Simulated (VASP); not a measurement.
# AlN (Cm) in VASP: further runs, part 2 of 2

VASP 6.6.1. Earlier steps stand in the parts before.

## 4. Single point, PBEsol (atom 1 (Al) moved by -0.126 Å along [1 1 0] and -0.126 Å along [0 0 1])

File INCAR:

```
SYSTEM = AlN
PREC = Accurate ; ENCUT = 520
EDIFF = 1E-7 ; ISMEAR = 0
SIGMA = 0.05 ; LREAL = .False.
LASPH = .True. ; NELM = 60
ALGO = Normal ; ISIF = 2
LWAVE = .False. ; LCHARG = .False.
GGA = PS ; NBANDS = 26
```

File KPOINTS:

```
regular mesh
0
Gamma
  6 6 6
  0 0 0
```

File POSCAR:

```
AlN
1.0
    4.3771405283      0.0000000000      0.0000000000
    0.0000000000     -4.3771405283      0.0000000000
    0.0000000000      0.0000000000     -4.3771405283
Al N
4 4
Direct
   -0.0203547165      0.0287859161     -0.0203547165
    0.5000000000      0.5000000000      0.0000000000
    0.5000000000      0.0000000000      0.5000000000
    0.0000000000      0.5000000000      0.5000000000
    0.7500000000      0.7500000000      0.7500000000
    0.2500000000      0.2500000000      0.7500000000
    0.2500000000      0.7500000000      0.2500000000
    0.7500000000      0.2500000000      0.2500000000
```

Potentials or basis: VASP PAW PBE potentials, release 64 (Al, N).

On the command line:

```console
$ cat potpaw_PBE.64/Al/POTCAR potpaw_PBE.64/N/POTCAR > POTCAR
$ mpirun -np 1 vasp_std > vasp.out
```

OUTCAR:

```text
SYSTEM = AlN
   PREC = Accurate
   ENCUT = 520
   EDIFF = 1E-7
   ISMEAR = 0
   LREAL = .False.
   LASPH = .True.
   NELM = 60
   ISIF = 2
   GGA = PS

 ion  position               nearest neighbor table
   1  0.980  0.029  0.980-   6 1.83   8 1.83   5 1.87   7 2.07   2 2.94   4 2.94   3 2.97   4 3.07
                             2 3.07   3 3.10   3 3.10   2 3.13   4 3.13   3 3.22   2 3.25   4 3.25
   2  0.500  0.500  0.000-   5 1.90   6 1.90   7 1.90   8 1.90   1 2.94   1 3.07   4 3.10   3 3.10
                             4 3.10   3 3.10   3 3.10   3 3.10   4 3.10   4 3.10   1 3.13   1 3.25
   3  0.500  0.000  0.500-   5 1.90   6 1.90   7 1.90   8 1.90   1 2.97   2 3.10   4 3.10   2 3.10
                             2 3.10   4 3.10   2 3.10   4 3.10   4 3.10   1 3.10   1 3.10   1 3.22
[... 916 lines left out ...]
  external PRESSURE =       9.4978104 kB  Pullay stress =       0.0000000 kB

 VOLUME and BASIS-vectors are now :
 -----------------------------------------------------------------------------
  energy-cutoff  :      520.00
  volume of cell :       83.86
      direct lattice vectors                 reciprocal lattice vectors
     4.377140528  0.000000000  0.000000000     0.228459652  0.000000000  0.000000000
     0.000000000 -4.377140528  0.000000000     0.000000000 -0.228459652  0.000000000
     0.000000000  0.000000000 -4.377140528     0.000000000  0.000000000 -0.228459652

 POSITION                                       TOTAL-FORCE (eV/Angst)
 -----------------------------------------------------------------------------------
      4.28805     -0.12600     -4.28805         1.332075      2.249432     -1.332075
      2.18857     -2.18857      0.00000        -0.446789     -0.613970     -0.311849
      2.18857      0.00000     -2.18857        -0.441611      0.427094      0.441611
      0.00000     -2.18857     -2.18857         0.311849     -0.613970      0.446789
      3.28286     -3.28286     -3.28286        -0.193128     -0.057450      0.193128
      1.09429     -1.09429     -3.28286         0.265545     -0.473818      0.434839
      1.09429     -3.28286     -1.09429        -0.393102     -0.443500      0.393102
      3.28286     -1.09429     -1.09429        -0.434839     -0.473818     -0.265545
 -----------------------------------------------------------------------------------
    total drift:                               -0.000009      0.000006      0.000009

  FREE ENERGIE OF THE ION-ELECTRON SYSTEM (eV)
  ---------------------------------------------------
  free  energy   TOTEN  =       -62.1649339532 eV

  energy  without entropy=      -62.1649339532  energy(sigma->0) =      -62.16493395
```

stdout:

```text
POSCAR found type information on POSCAR AlN
 POSCAR found :  2 types and       8 ions
 scaLAPACK will be used
 -----------------------------------------------------------------------------
|                                                                             |
|                                                                             |
|     You enforced a specific xc type in the INCAR file but a different       |
|     I HOPE YOU KNOW WHAT YOU ARE DOING!                                     |
|                                                                             |
 -----------------------------------------------------------------------------

 LDA part: xc-table for (Slater+PW92), standard interpolation
 POSCAR, INCAR and KPOINTS ok, starting setup
 FFT: planning ... GRIDC
 FFT: planning ... GRID_SOFT
 FFT: planning ... GRID
 WAVECAR not read
 entering main loop
```

Wall time 4.8 min (1 thread of Intel Xeon 8259CL, shared host); peak memory 0.23 GiB.

What came out:

```yaml
Free_energy: -62.1649 eV
Pressure: 0.9 GPa
Largest_force: 2.934 eV/Å
Band_gap_on_the_k_mesh: 2.35 eV
```

Forces in eV/Å, atoms in the order of the input:
```
Al   1.332  2.249 -1.332
Al  -0.447 -0.614 -0.312
Al  -0.442  0.427  0.442
Al   0.312 -0.614  0.447
N   -0.193 -0.057  0.193
N    0.266 -0.474  0.435
N   -0.393 -0.444  0.393
N   -0.435 -0.474 -0.266
```

Stress tensor (GPa, compression positive):
```
 1.13 -0.80  1.71
-0.80  0.60  0.80
 1.71  0.80  1.13
```

Caveat: the cell differs from its parent crystal (atom 1 (Al) moved by -0.126 Å along [1 1 0] and -0.126 Å along [0 0 1]); the PAW data sets were made with another functional, which shifts forces and pressure a little.

## 5. Single point, PBEsol (atom 1 (Al) moved by -0.126 Å along [1 1 0] and +0.126 Å along [0 0 1])

File INCAR:

```
ALGO     = Normal         # electronic algorithm
EDIFF    = 1E-6           # SCF threshold, eV
ENCUT    = 520            # plane-wave cutoff, eV
GGA      = PS             # functional
ISIF     = 2              # what is computed and relaxed
ISMEAR   = 0              # smearing method
LASPH    = T              # aspherical terms in the spheres
LCHARG   = F              # write CHGCAR
LREAL    = F              # projectors in reciprocal space
LWAVE    = F              # write WAVECAR
NBANDS   = 26             # bands
NELM     = 100            # most SCF steps
PREC     = Accurate       # precision mode
SIGMA    = 0.05           # smearing width, eV
```

File KPOINTS:

```
k-points
0
Gamma
  6 6 6
```

Changes to POSCAR since step 4:

```diff
@@ -8,3 +8,3 @@
 Direct
-   -0.0203547165      0.0287859161     -0.0203547165
+   -0.0203547165     -0.0287859161     -0.0203547165
     0.5000000000      0.5000000000      0.0000000000
```

On the command line:

```console
$ cat potpaw_PBE.64/Al/POTCAR potpaw_PBE.64/N/POTCAR > POTCAR
$ mpirun -np 1 vasp_std > vasp.out
```

It took 4.8 min on 1 thread of Intel Xeon 8259CL, shared host; peak memory 0.23 GiB.

Results (log left out):

| Property | Result |
| --- | --- |
| Free energy | -62.0512 eV |
| Pressure | 1.4 GPa |
| Largest force | 4.892 eV/Å |
| Band gap on the k mesh | 2.76 eV |

Forces on the atoms (eV/Å):
```
Al   2.629 -3.180 -2.629
Al  -0.415  0.591 -0.279
Al  -0.410 -0.404  0.410
Al   0.279  0.591  0.415
N   -1.563  1.561  1.563
N   -0.350  0.399 -0.090
N   -0.260  0.043  0.260
N    0.090  0.399  0.350
```

Stress tensor (GPa, compression positive):
```
 1.61 -2.69 -3.11
-2.69  1.07  2.69
-3.11  2.69  1.61
```

Levels at points of the mesh, in eV from the valence-band top:
| k point | band 13 | band 14 | band 15 | band 16 | band 17 | band 18 | band 19 | band 20 |
| --- | --- | --- | --- | --- | --- | --- | --- | --- |
| (0.00, 0.00, 0.00) | -1.79 | -0.20 | -0.05 | 0.00 | 2.76 | 2.88 | 3.31 | 4.11 |
| (0.50, 0.00, 0.00) | -1.30 | -1.25 | -0.97 | -0.85 | 5.41 | 5.51 | 5.69 | 6.34 |
| (0.00, 0.50, 0.00) | -1.42 | -1.32 | -0.91 | -0.76 | 5.47 | 5.57 | 5.60 | 6.33 |
| (0.50, 0.50, 0.00) | -0.87 | -0.80 | -0.59 | -0.33 | 7.25 | 7.28 | 7.46 | 8.10 |
| (0.50, 0.00, 0.50) | -0.98 | -0.87 | -0.51 | -0.26 | 7.24 | 7.34 | 7.42 | 8.09 |
| (0.50, 0.50, 0.50) | -0.53 | -0.46 | -0.29 | -0.21 | 6.86 | 7.10 | 7.11 | 7.15 |

Caveat: the cell differs from its parent crystal (atom 1 (Al) moved by -0.126 Å along [1 1 0] and +0.126 Å along [0 0 1]); the PAW data sets were made with another functional, which shifts forces and pressure a little. A k mesh can miss the band edges.

## 6. Single point, PBEsol (atom 1 (Al) moved by -0.378 Å along [1 1 0] and +0.126 Å along [0 0 1])

File INCAR:

```
SYSTEM = AlN
  PREC = Accurate
  ENCUT = 520
  EDIFF = 1E-7
  ISMEAR = 0
  SIGMA = 0.05
  LREAL = .FALSE.
  LASPH = .TRUE.
  NELM = 100
  ALGO = Normal
  ISIF = 2
  LWAVE = .FALSE.
  LCHARG = .FALSE.
  GGA = PS
  NBANDS = 26
```

File KPOINTS:

```
Automatic mesh
0
G
  6 6 6
  0 0 0
```

Changes to POSCAR since step 5:

```diff
@@ -8,3 +8,3 @@
 Direct
-   -0.0203547165     -0.0287859161     -0.0203547165
+   -0.0610641494     -0.0287859161     -0.0610641494
     0.5000000000      0.5000000000      0.0000000000
```

Potentials or basis: VASP PAW PBE potentials, release 64 (Al, N).

On the command line:

```console
$ cat potpaw_PBE.64/Al/POTCAR potpaw_PBE.64/N/POTCAR > POTCAR
$ mpirun -np 1 vasp_std > vasp.out
```

OUTCAR:

```text
SYSTEM = AlN
   PREC = Accurate
   ENCUT = 520
   EDIFF = 1E-7
   ISMEAR = 0
   LREAL = .FALSE.
   LASPH = .TRUE.
   NELM = 100
   ISIF = 2
   GGA = PS

 ion  position               nearest neighbor table
   1  0.939  0.971  0.939-   5 1.52   6 2.01   8 2.01   7 2.16   3 2.72   2 2.83   4 2.83   2 3.02
                             4 3.02   3 3.12   3 3.12   4 3.22   2 3.22
   2  0.500  0.500  0.000-   5 1.90   6 1.90   7 1.90   8 1.90   1 2.83   1 3.02   4 3.10   3 3.10
                             4 3.10   3 3.10   3 3.10   3 3.10   4 3.10   4 3.10   1 3.22
   3  0.500  0.000  0.500-   5 1.90   6 1.90   7 1.90   8 1.90   1 2.72   2 3.10   4 3.10   2 3.10
                             2 3.10   4 3.10   2 3.10   4 3.10   4 3.10   1 3.12   1 3.12
   4  0.000  0.500  0.500-   5 1.90   6 1.90   7 1.90   8 1.90   1 2.83   1 3.02   3 3.10   2 3.10
                             2 3.10   3 3.10   2 3.10   3 3.10   2 3.10   3 3.10   1 3.22
   5  0.750  0.750  0.750-   1 1.52   2 1.90   3 1.90   4 1.90
   6  0.250  0.250  0.750-   2 1.90   3 1.90   4 1.90   1 2.01
   7  0.250  0.750  0.250-   2 1.90   3 1.90   4 1.90   1 2.16
   8  0.750  0.250  0.250-   2 1.90   3 1.90   4 1.90   1 2.01

  LATTYP: Found a simple cubic cell.
 ALAT       =     4.3771405283

  Lattice vectors:

 A1 = (   4.3771405283,   0.0000000000,   0.0000000000)
 A2 = (   0.0000000000,  -4.3771405283,   0.0000000000)
 A3 = (   0.0000000000,   0.0000000000,  -4.3771405283)

Analysis of symmetry for initial positions (statically):
=====================================================================
 Subroutine PRICEL returns:
 Original cell was already a primitive cell.

 Routine SETGRP: Setting up the symmetry group for a
 simple cubic supercell.

 Subroutine GETGRP returns: Found  2 space group operations
 (whereof  2 operations were pure point group operations)
 out of a pool of 48 trial point group operations.

The static configuration has the point symmetry C_1h.

Analysis of symmetry for dynamics (positions and initial velocities):
=====================================================================
 Subroutine PRICEL returns:
 Original cell was already a primitive cell.

[... 149 lines left out ...]
   LRPA    =     F    only Hartree local field effects (RPA)
 non-spin polarized calculation
 Gauss-broadening in eV      SIGMA  =   0.05
  energy-cutoff  :      520.00
  volume of cell :       83.86
 maximum number of plane-waves:      2301
 NGX is ok and might be reduce to    36
   NGX = 17   NGY = 17   NGZ = 17

 number of electron      31.9999992 magnetization

 Free energy of the ion-electron system (eV)
  ---------------------------------------------------
  ext. energy  EPLUGINS =         0.00000000
  ---------------------------------------------------
  free energy    TOTEN  =       -59.99549645 eV

  energy without entropy =      -59.99549645  energy(sigma->0) =      -59.99549645

 E-fermi :   6.4514     XC(G=0): -11.0922

 val. band max:        6.2485278060   @ k =   0.5000   0.5000   0.5000
 cond. band min:       8.1761065708   @ k =   0.0000   0.0000   0.0000
 fundamental gap:      1.9275787648
 Fermi energy:         6.4513898163

 k-point     1 :       0.0000    0.0000    0.0000
  band No.  band energies     occupation
      1      -9.4239      2.00000
      2      -7.1088      2.00000
      3      -6.1708      2.00000
      4      -5.8820      2.00000
      5       0.6127      2.00000
      6       0.6157      2.00000
[... 685 lines left out ...]
     25      16.3960      0.00000
     26      16.4909      0.00000

 [... further k-points ...]

------------------------ aborting loop because EDIFF is reached ----------------------------------------

  FORCE on cell =-STRESS in cart. coord.  units (eV):
  Direction    XX          YY          ZZ          XY          YZ          ZX
  --------------------------------------------------------------------------------------
  -------------------------------------------------------------------------------------
  Total        3.5668269      6.2944680      3.5668269     -5.7321415      5.7321415     -5.1108781
  in kB       68.1429846    120.2536147     68.1429846   -109.5105636    109.5105638    -97.6415428
  external PRESSURE =      85.5131946 kB  Pullay stress =       0.0000000 kB

 VOLUME and BASIS-vectors are now :
 -----------------------------------------------------------------------------
  energy-cutoff  :      520.00
  volume of cell :       83.86
      direct lattice vectors                 reciprocal lattice vectors
     4.377140528  0.000000000  0.000000000     0.228459652  0.000000000  0.000000000
     0.000000000 -4.377140528  0.000000000     0.000000000 -0.228459652  0.000000000
     0.000000000  0.000000000 -4.377140528     0.000000000  0.000000000 -0.228459652

 POSITION                                       TOTAL-FORCE (eV/Angst)
 -----------------------------------------------------------------------------------
      4.10985     -4.25114     -4.10985         9.399754     -8.872289     -9.399754
      2.18857     -2.18857      0.00000        -1.194687      0.537614     -0.812176
      2.18857      0.00000     -2.18857        -1.303308     -0.319801      1.303308
      0.00000     -2.18857     -2.18857         0.812176      0.537614      1.194687
      3.28286     -3.28286     -3.28286        -6.370891      7.206696      6.370891
      1.09429     -1.09429     -3.28286        -0.659744      0.495580      0.097508
      1.09429     -3.28286     -1.09429        -0.585792     -0.080995      0.585792
      3.28286     -1.09429     -1.09429        -0.097508      0.495580      0.659744
 -----------------------------------------------------------------------------------
    total drift:                                0.000037     -0.000028     -0.000037

  FREE ENERGIE OF THE ION-ELECTRON SYSTEM (eV)
  ---------------------------------------------------
  free  energy   TOTEN  =       -59.9954964504 eV

  energy  without entropy=      -59.9954964504  energy(sigma->0) =      -59.99549645
```

OSZICAR:

```text
N       E                     dE             d eps       ncg     rms          rms(c)
DAV:   1     0.109115735731E+03    0.10912E+03   -0.14573E+04  3536   0.109E+03
DAV:   2    -0.599576597070E+02   -0.16907E+03   -0.15869E+03  4726   0.230E+02
DAV:   3    -0.695034197886E+02   -0.95458E+01   -0.94962E+01  4726   0.564E+01
DAV:   4    -0.695889307885E+02   -0.85511E-01   -0.85460E-01  4308   0.605E+00
DAV:   5    -0.695901152884E+02   -0.11845E-02   -0.11842E-02  4758   0.712E-01    0.172E+01
DAV:   6    -0.601223220297E+02    0.94678E+01   -0.28064E+01  4528   0.289E+01    0.658E+00
DAV:   7    -0.600794164592E+02    0.42906E-01   -0.16820E+00  4360   0.675E+00    0.409E+00
DAV:   8    -0.600038145300E+02    0.75602E-01   -0.13668E-01  4590   0.255E+00    0.834E-01
DAV:   9    -0.599952394729E+02    0.85751E-02   -0.22740E-02  4792   0.918E-01    0.377E-01
DAV:  10    -0.599956405285E+02   -0.40106E-03   -0.41615E-03  4210   0.390E-01    0.166E-01
DAV:  11    -0.599954883439E+02    0.15218E-03   -0.55636E-04  4286   0.194E-01    0.663E-02
DAV:  12    -0.599954992744E+02   -0.10931E-04   -0.24097E-04  4262   0.901E-02    0.217E-02
DAV:  13    -0.599954967400E+02    0.25344E-05   -0.10689E-05  4774   0.308E-02    0.826E-03
DAV:  14    -0.599954966376E+02    0.10246E-06   -0.39159E-06  4304   0.129E-02    0.475E-03
DAV:  15    -0.599954964659E+02    0.17169E-06   -0.61901E-07  4264   0.473E-03    0.179E-03
DAV:  16    -0.599954964504E+02    0.15453E-07   -0.93144E-08  2284   0.191E-03
   1 F= -.59995496E+02 E0= -.59995496E+02  d E =-.986464E-11
```

stdout:

```text
POSCAR found type information on POSCAR AlN
 POSCAR found :  2 types and       8 ions
 scaLAPACK will be used
 -----------------------------------------------------------------------------
|                                                                             |
|                                                                             |
|     You enforced a specific xc type in the INCAR file but a different       |
|     I HOPE YOU KNOW WHAT YOU ARE DOING!                                     |
|                                                                             |
 -----------------------------------------------------------------------------

 LDA part: xc-table for (Slater+PW92), standard interpolation
 POSCAR, INCAR and KPOINTS ok, starting setup
 FFT: planning ... GRIDC
 FFT: planning ... GRID_SOFT
 FFT: planning ... GRID
 WAVECAR not read
 entering main loop
```

Wall time 2.6 min (1 thread of Intel Xeon 8259CL, shared host); peak memory 0.23 GiB.

What came out:

| Quantity | Value |
| --- | --- |
| Free energy | -59.9955 eV |
| Pressure | 8.6 GPa |
| Largest force | 15.982 eV/Å |
| Band gap on the k mesh | 1.93 eV (least direct gap 1.94 eV) |

Forces in eV/Å, atoms in the order of the input:
```
Al   9.400 -8.872 -9.400
Al  -1.195  0.538 -0.812
Al  -1.303 -0.320  1.303
Al   0.812  0.538  1.195
N   -6.371  7.207  6.371
N   -0.660  0.496  0.098
N   -0.586 -0.081  0.586
N   -0.098  0.496  0.660
```

Caveat: the cell differs from its parent crystal (atom 1 (Al) moved by -0.378 Å along [1 1 0] and +0.126 Å along [0 0 1]); the cell stands under pressure; the PAW data sets were made with another functional, which shifts forces and pressure a little. A k mesh can miss the band edges.

## 7. The runs side by side

```csv
cell,gap on the mesh (eV),pressure (GPa),largest force (eV/Å)
"as given, atomic positions A",2.25,13.3,23.27
"as given, atomic positions B",2.29,3.4,7.74
"as given, atomic positions C",2.35,0.9,2.93
"as given, atomic positions D",2.76,1.4,4.89
"as given, atomic positions E",1.93,8.6,15.98
```

Alike in all rows: task single point; level PBEsol; potentials or basis VASP PAW PBE potentials, release 64 (Al, N); no spin polarisation; k mesh 6 × 6 × 6; cutoff (eV) 520; smearing gaussian 0.05 eV.

Caveats: the PAW data sets were made with another functional, which shifts forces and pressure a little; the cell stands under pressure (at least some runs).

Absolute energies hang on the potentials; compare differences alone.
